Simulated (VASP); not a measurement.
FeCu: single point with PBE

The system is FeCu.

```
CELL_PARAMETERS angstrom
1.43827 -1.98793 0.00000
1.43827 1.98793 0.00000
0.00000 0.00000 4.13814
ATOMIC_POSITIONS crystal
Fe 0.00000 0.00000 0.00000
Cu 0.50000 0.50000 0.50000
```

| Property | Result |
| --- | --- |
| Program | VASP 6.6.1 |
| Task | single point |
| Functional | PBE |
| Potentials or basis | VASP PAW PBE potentials, release 64 (Fe, Cu) |
| Cutoff | 520 eV |
| k mesh | 12 × 12 × 7 |
| Occupations | fermi-dirac, width 0.03 eV |
| Spin | collinear spin, ferromagnetic start |
| Starting moments | [2.23, 0.0] μB |
| Fixed moment | 2.23 μB |

```json
{"Pressure": "-1.2 GPa", "Net moment": "2.23 μB per cell", "Site moments": "Fe +2.25; Cu +0.01 μB", "Valence electrons inside the program's atomic spheres": "Fe 7.13; Cu 10.04"}
```

Stress tensor (GPa, compression positive):
```
-1.17  0.00  0.00
 0.00 -2.45  0.00
 0.00  0.00  0.12
```

Run time: 58 s on 1 thread of Intel(R) Xeon(R) 6975P-C (Granite Rapids) (shared host), peak memory 0.24 GiB.

Caveat: the total moment is fixed, so each spin has its own Fermi level and the state may be an excited one.
